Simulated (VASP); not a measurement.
Zr3O: single point with PBEsol

The system is Zr3O.

```
CELL_PARAMETERS angstrom
5.58360 0.00000 0.00000
-2.79180 4.83554 0.00000
0.00000 0.00000 5.15601
ATOMIC_POSITIONS crystal
Zr 0.00000 0.66057 0.50000
Zr 0.00000 0.33943 0.00000
Zr 0.66057 0.66057 0.00000
Zr 0.66057 0.00000 0.50000
Zr 0.33943 0.33943 0.50000
Zr 0.33943 0.00000 0.00000
O 0.66667 0.33333 0.75000
O 0.33333 0.66667 0.25000
```

| Item | Value |
| --- | --- |
| Program | VASP 6.6.1 |
| Task | single point |
| Functional | PBEsol |
| Potentials or basis | VASP PAW PBE potentials, release 64 (Zr_sv, O) |
| Cutoff | 520 eV |
| k mesh | 6 × 6 × 8 |
| Occupations | gaussian, width 0.1 eV |
| Spin | no spin polarisation |
| Dipole correction | no |
| Further INCAR settings | ALGO = Normal; EDIFF = 1e-07; NBANDS = 52 |

| Quantity | Value |
| --- | --- |
| Pressure | 0.2 GPa |
| Largest force | 0.015 eV/Å |
| Band gap on the k mesh | zero (bands 42 and 43 overlap by 0.82 eV) |

Forces on the atoms (eV/Å):
```
Zr  -0.007  0.013  0.000
Zr   0.007 -0.013  0.000
Zr   0.007  0.013  0.000
Zr   0.015  0.000  0.000
Zr  -0.007 -0.013  0.000
Zr  -0.015  0.000  0.000
O    0.000  0.000  0.000
O    0.000  0.000  0.000
```

Levels at points of the mesh, in eV from the Fermi level:
| k point | band 39 | band 40 | band 41 | band 42 | band 43 | band 44 | band 45 | band 46 |
| --- | --- | --- | --- | --- | --- | --- | --- | --- |
| (0.00, 0.00, 0.00) | -0.96 | -0.96 | 0.20 | 0.70 | 0.70 | 0.76 | 0.88 | 0.88 |
| (0.50, 0.00, 0.00) | -1.41 | -0.90 | -0.59 | -0.36 | 0.59 | 1.11 | 1.23 | 1.39 |
| (0.00, 0.00, 0.50) | -0.18 | -0.18 | 0.00 | 0.00 | 0.02 | 0.02 | 0.06 | 0.06 |
| (0.50, 0.00, 0.50) | -0.91 | -0.91 | -0.42 | -0.42 | 0.15 | 0.15 | 1.12 | 1.12 |

It took 4.4 min on 1 thread of Intel(R) Xeon(R) Platinum 8259CL CPU @ 2.50GHz (Skylake/Cascade Lake), on a shared host, peak memory 0.36 GiB.

Caveat: the PAW data sets were made with another functional, which shifts forces and pressure a little.
